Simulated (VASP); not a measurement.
# Si in VASP: single point with LDA

Aim: the single point of Si with LDA.

Everything below comes from runs of VASP 6.6.1. Logs are shortened: lines on timing, memory, paths and dates and some standing lists are left out, and cuts for length are marked.

## 1. The cell of the first run

The cell holds a slab with vacuum, 10 atoms: a = 3.820 Å, b = 3.820 Å, c = 28.255 Å, α = 90.00°, β = 90.00°, γ = 120.00°.

## 2. Single point, LDA

INCAR

```
SYSTEM = Si
ALGO     = Normal         ! electronic algorithm
DIPOL    = 0.5 0.5 0.500
EDIFF    = 1E-7           ! SCF threshold, eV
ENCUT    = 520            ! plane-wave cutoff, eV
GGA      = CA             ! functional
IDIPOL   = 3            
ISIF     = 2              ! what is computed and relaxed
ISMEAR   = 0              ! smearing method
LASPH    = .True.         ! aspherical terms in the spheres
LCHARG   = .True.         ! write CHGCAR
LDIPOL   = .True.       
LELF     = .True.         ! ELF
LREAL    = .False.        ! projectors in reciprocal space
LVACPOTAV= .True.       
LVHAR    = .True.       
LWAVE    = .False.        ! write WAVECAR
NBANDS   = 31             ! bands
NELM     = 80             ! most SCF steps
PREC     = Accurate       ! precision mode
SIGMA    = 0.05           ! smearing width, eV
```

KPOINTS

```
k-points
0
Gamma
  9 9 1
  0 0 0
```

POSCAR

```
Si
1.0
    3.8197684508      0.0000000000      0.0000000000
   -1.9098842254      3.3080165150      0.0000000000
    0.0000000000      0.0000000000     28.2550184900
Si
10
Direct
    0.3333333333      0.6666666667      0.2713277737
    0.0000000000      0.0000000000      0.2929806442
    0.0000000000      0.0000000000      0.3763569457
    0.6666666667      0.3333333333      0.4032450427
    0.6666666667      0.3333333333      0.4862574949
    0.3333333333      0.6666666667      0.5137424345
    0.3333333333      0.6666666667      0.5967549194
    0.0000000000      0.0000000000      0.6236430883
    0.0000000000      0.0000000000      0.7070194023
    0.6666666667      0.3333333333      0.7286722545
```

Potentials or basis: VASP PAW LDA potentials, release 64 (Si).

On the command line:

```bash
cat potpaw_LDA.64/Si/POTCAR > POTCAR
mpirun -np 1 vasp_std > vasp.out
```

OUTCAR:

```text
SYSTEM = Si
   EDIFF = 1E-7
   ENCUT = 520
   GGA = CA
   ISIF = 2
   ISMEAR = 0
   LASPH = .True.
   LREAL = .False.
   NELM = 80
   PREC = Accurate

 ion  position               nearest neighbor table
   1  0.333  0.667  0.271-   2 2.29   2 2.29   2 2.29
   2  0.000  0.000  0.293-   1 2.29   1 2.29   1 2.29   3 2.36
   3  0.000  0.000  0.376-   4 2.33   4 2.33   4 2.33   2 2.36
   4  0.667  0.333  0.403-   3 2.33   3 2.33   3 2.33   5 2.35
   5  0.667  0.333  0.486-   6 2.34   6 2.34   6 2.34   4 2.35
   6  0.333  0.667  0.514-   5 2.34   5 2.34   5 2.34   7 2.35
   7  0.333  0.667  0.597-   8 2.33   8 2.33   8 2.33   6 2.35
   8  0.000  0.000  0.624-   7 2.33   7 2.33   7 2.33   9 2.36
   9  0.000  0.000  0.707-  10 2.29  10 2.29  10 2.29   8 2.36
  10  0.667  0.333  0.729-   9 2.29   9 2.29   9 2.29

  LATTYP: Found a hexagonal cell.
 ALAT       =     3.8197684508
 C/A-ratio  =     7.3970500709

  Lattice vectors:

 A1 = (   3.8197684508,   0.0000000000,   0.0000000000)
 A2 = (  -1.9098842254,   3.3080165150,   0.0000000000)
 A3 = (   0.0000000000,   0.0000000000,  28.2550184900)

Analysis of symmetry for initial positions (statically):
=====================================================================
 Subroutine PRICEL returns:
 Original cell was already a primitive cell.

 Routine SETGRP: Setting up the symmetry group for a
 hexagonal supercell.

 Subroutine GETGRP returns: Found 12 space group operations
 (whereof 12 operations were pure point group operations)
 out of a pool of 24 trial point group operations.

The static configuration has the point symmetry D_3d.

Analysis of symmetry for dynamics (positions and initial velocities):
=====================================================================
 Subroutine PRICEL returns:
 Original cell was already a primitive cell.

 Routine SETGRP: Setting up the symmetry group for a
 hexagonal supercell.

 Subroutine GETGRP returns: Found 12 space group operations
 (whereof 12 operations were pure point group operations)
 out of a pool of 24 trial point group operations.

The dynamic configuration has the point symmetry D_3d.

 Subroutine INISYM returns: Found 12 space group operations
 (whereof 12 operations are pure point group operations),
 and found     1 'primitive' translations

----------------------------------------------------------------------------------------

                                     Primitive cell

  volume of cell :     357.0264

  direct lattice vectors                    reciprocal lattice vectors
     3.819768451  0.000000000  0.000000000     0.261795973  0.151147976  0.000000000
    -1.909884225  3.308016515  0.000000000     0.000000000  0.302295952  0.000000000
     0.000000000  0.000000000 28.255018490     0.000000000  0.000000000  0.035391943

  length of vectors
     3.819768451  3.819768451 28.255018490     0.302295952  0.302295952  0.035391943

  position of ions in fractional coordinates (direct lattice)
     0.333333333  0.666666667  0.271327774
     0.000000000  0.000000000  0.292980644
     0.000000000  0.000000000  0.376356946
     0.666666667  0.333333333  0.403245043
     0.666666667  0.333333333  0.486257495
     0.333333333  0.666666667  0.513742435
     0.333333333  0.666666667  0.596754919
     0.000000000  0.000000000  0.623643088
     0.000000000  0.000000000  0.707019402
     0.666666667  0.333333333  0.728672254

  ion indices of the primitive-cell ions
   primitive index   ion index
                 1           1
                 2           2
                 3           3
                 4           4
                 5           5
                 6           6
                 7           7
                 8           8
                 9           9
                10          10

----------------------------------------------------------------------------------------

 KPOINTS: k-points

Automatic generation of k-mesh.
 Grid dimensions read from file:
 generate k-points for:    9    9    1

 Generating k-lattice:

  Cartesian coordinates                     Fractional coordinates (reciprocal lattice)
     0.029088441  0.016794220  0.000000000     0.111111111  0.000000000  0.000000000
     0.000000000  0.033588439  0.000000000     0.000000000  0.111111111  0.000000000
     0.000000000  0.000000000  0.035391943     0.000000000  0.000000000  1.000000000

  Length of vectors
     0.033588439  0.033588439  0.035391943

  Shift w.r.t. Gamma in fractional coordinates (k-lattice)
     0.000000000  0.000000000  0.000000000

 Subroutine IBZKPT returns following result:
 ===========================================

 Found     12 irreducible k-points:

 Following reciprocal coordinates:
            Coordinates               Weight
  0.000000  0.000000  0.000000      1.000000
  0.111111  0.000000  0.000000      6.000000
  0.222222  0.000000  0.000000      6.000000
  0.333333  0.000000  0.000000      6.000000
  0.444444  0.000000  0.000000      6.000000
  0.111111  0.111111  0.000000      6.000000
  0.222222  0.111111  0.000000     12.000000
  0.333333  0.111111  0.000000     12.000000
  0.444444  0.111111  0.000000      6.000000
  0.222222  0.222222  0.000000      6.000000
  0.333333  0.222222  0.000000     12.000000
  0.333333  0.333333  0.000000      2.000000
   k-points           NKPTS =     12   k-points in BZ     NKDIM =     12   number of bands    NBANDS=     31
   number of dos      NEDOS =    301   number of ions     NIONS =     10
   total plane-waves  NPLWV = 164640
   dimension x,y,z NGX =    28 NGY =   28 NGZ =  210
   dimension x,y,z NGXF=    56 NGYF=   56 NGZF=  420
   ions per type =              10
   NGX,Y,Z   is equivalent  to a cutoff of  12.19, 12.19, 12.36 a.u.
   NGXF,Y,Z  is equivalent  to a cutoff of  24.37, 24.37, 24.71 a.u.
 SYSTEM =  Si
   PREC   = accura    normal or accurate (medium, high low for compatibility)
   ISTART =      0    job   : 0-new  1-cont  2-samecut
   ICHARG =      2    charge: 1-file 2-atom 10-const
   ISPIN  =      1    spin polarized calculation?
   LNONCOLLINEAR =      F non collinear calculations
   LSORBIT =      F    spin-orbit coupling
   LASPH  =      T    aspherical Exc in radial PAW
   ENCUT  =  520.0 eV  38.22 Ry    6.18 a.u.   7.10  7.10 52.54*2*pi/ulx,y,z
   NELM   =     80;   NELMIN=  2; NELMDL= -5     # of ELM steps
   EDIFF  = 0.1E-06   stopping-criterion for ELM
   LREAL  =      F    real-space projection
   EDIFFG = 0.1E-05   stopping-criterion for IOM
   NSW    =      0    number of steps for IOM
   IBRION =     -1    ionic relax: 0-MD 1-quasi-New 2-CG
   NFREE  =      0    steps in history (QN), initial steepest desc. (CG)
   ISIF   =      2    stress and relaxation
   ISYM   =      2    0-nonsym 1-usesym 2-fastsym
   POTIM  = 0.5000    time-step for ionic-motion
   TEBEG  =    0.0;   TEEND  =   0.0 temperature during run
   PSTRESS=    0.0 pullay stress
   NELECT =      40.0000    total number of electrons
   NUPDOWN=      -1.0000    fix difference up-down
   EMIN   =  10.00;   EMAX   =-10.00  energy-range for DOS
   EFERMI =   0.00;   METHOD = LEGACY
   ISMEAR =     0;   SIGMA  =   0.05  broadening in eV -4-tet -1-fermi 0-gaus
   EFERMI_NEDOS =   21; number of points for ismear=-14 and -15
   IALGO  =     38    algorithm
   IMIX   =      4    mixing-type and parameters
     AMIX     =   0.40;   BMIX     =  1.00
     AMIX_MAG =   1.60;   BMIX_MAG =  1.00
  volume/ion in A,a.u.               =      35.70       240.93
  Fermi-wavevector in a.u.,A,eV,Ry     =   0.789214  1.491398  8.474506  0.622859
  Thomas-Fermi vector in A             =   1.894311
   LORBIT       =      0    0 simple, 1 ext, 2 COOP (PROOUT), +10 PAW based schemes
   GGA     = CA    functional components
   LHFCALC =     F    Hartree Fock is set to
   AEXX    =    0.0000 exact exchange contribution
   IVDW    =     0    specifies the selected vdW correction
   LEPSILON=     F    determine dielectric tensor
   LRPA    =     F    only Hartree local field effects (RPA)
 non-spin polarized calculation
 Gauss-broadening in eV      SIGMA  =   0.05
  energy-cutoff  :      520.00
  volume of cell :      357.03
 maximum number of plane-waves:      9669
   NGX = 15   NGY = 15   NGZ =105

 dipolmoment           0.000000      0.000000     -0.000000 electrons x Angstroem

 number of electron      40.0000001 magnetization

 dipolmoment           0.000000      0.000000      0.000000 electrons x Angstroem

 Free energy of the ion-electron system (eV)
  ---------------------------------------------------
  ext. energy  EPLUGINS =         0.00000000
  ---------------------------------------------------
  free energy    TOTEN  =       -56.83653696 eV

  energy without entropy =      -56.82625570  energy(sigma->0) =      -56.83139633

 E-fermi :   1.1950     XC(G=0):  -5.8201

 val. band max:        1.1643851469   @ k =   0.4444   0.0000   0.0000
 cond. band min:       1.1967111937   @ k =   0.3333   0.0000   0.0000
 fundamental gap:      0.0323260467
 Fermi energy:         1.1950025524

 k-point     1 :       0.0000    0.0000    0.0000
  band No.  band energies     occupation
      1     -10.9619      2.00000
      2     -10.6484      2.00000
      3     -10.1282      2.00000
      4      -9.4353      2.00000
      5      -8.8565      2.00000
      6      -5.4491      2.00000
[... 23 lines left out ...]
     30       4.2714      0.00000
     31       4.3432      0.00000

 k-point     2 :       0.1111    0.0000    0.0000
  band No.  band energies     occupation
      1     -10.8163      2.00000
      2     -10.5033      2.00000
      3      -9.9839      2.00000
      4      -9.2914      2.00000
      5      -8.7114      2.00000
      6      -5.3763      2.00000
[... 332 lines left out ...]
 k-point    12 :       0.3333    0.3333    0.0000
  band No.  band energies     occupation
      1      -7.7462      2.00000
      2      -7.7405      2.00000
      3      -7.7274      2.00000
      4      -7.7273      2.00000
      5      -6.4462      2.00000
      6      -6.4462      2.00000
[... 23 lines left out ...]
     30       6.3999      0.00000
     31       6.7939      0.00000

------------------------ aborting loop because EDIFF is reached ----------------------------------------

  FORCE on cell =-STRESS in cart. coord.  units (eV):
  Direction    XX          YY          ZZ          XY          YZ          ZX
  --------------------------------------------------------------------------------------
  -------------------------------------------------------------------------------------
  Total        1.3361339      1.3361339      0.0899222     -0.0000000      0.0000000      0.0000000
  in kB        5.9959811      5.9959811      0.4035315     -0.0000000      0.0000000      0.0000000
  external PRESSURE =       4.1318312 kB  Pullay stress =       0.0000000 kB

 VOLUME and BASIS-vectors are now :
 -----------------------------------------------------------------------------
  energy-cutoff  :      520.00
  volume of cell :      357.03
      direct lattice vectors                 reciprocal lattice vectors
     3.819768451  0.000000000  0.000000000     0.261795973  0.151147976  0.000000000
    -1.909884225  3.308016515  0.000000000     0.000000000  0.302295952  0.000000000
     0.000000000  0.000000000 28.255018490     0.000000000  0.000000000  0.035391943

 POSITION                                       TOTAL-FORCE (eV/Angst)
 -----------------------------------------------------------------------------------
     -0.00000      2.20534      7.66637        -0.000000      0.000000     -0.000231
      0.00000      0.00000      8.27817         0.000000      0.000000     -0.009427
      0.00000      0.00000     10.63397        -0.000000      0.000000     -0.009347
      1.90988      1.10267     11.39370         0.000000     -0.000000      0.011930
      1.90988      1.10267     13.73921         0.000000      0.000000      0.001171
     -0.00000      2.20534     14.51580        -0.000000      0.000000     -0.001171
     -0.00000      2.20534     16.86132        -0.000000      0.000000     -0.011930
      0.00000      0.00000     17.62105         0.000000     -0.000000      0.009347
      0.00000      0.00000     19.97685        -0.000000      0.000000      0.009427
      1.90988      1.10267     20.58865         0.000000      0.000000      0.000231
 -----------------------------------------------------------------------------------
    total drift:                                0.000000     -0.000000     -0.000058

  FREE ENERGIE OF THE ION-ELECTRON SYSTEM (eV)
  ---------------------------------------------------
  free  energy   TOTEN  =       -56.8365369620 eV

  energy  without entropy=      -56.8262557018  energy(sigma->0) =      -56.83139633

 vacuum level on the upper side and lower side of the slab         5.950         5.950
```

Wall time 2.5 min (1 thread of AMD EPYC 7R13 (Zen 3), shared host); peak memory 0.31 GiB.

What came out:

```
Free energy            : -56.8365 eV
Largest force          : 0.012 eV/Å
Band gap on the k mesh : zero (bands 20 and 21 overlap by 0.48 eV)
```

Forces on the atoms (eV/Å):
```
Si   0.000  0.000  0.000
Si   0.000  0.000 -0.009
Si   0.000  0.000 -0.009
Si   0.000  0.000  0.012
Si   0.000  0.000  0.001
Si   0.000  0.000 -0.001
Si   0.000  0.000 -0.012
Si   0.000  0.000  0.009
Si   0.000  0.000  0.009
Si   0.000  0.000  0.000
```
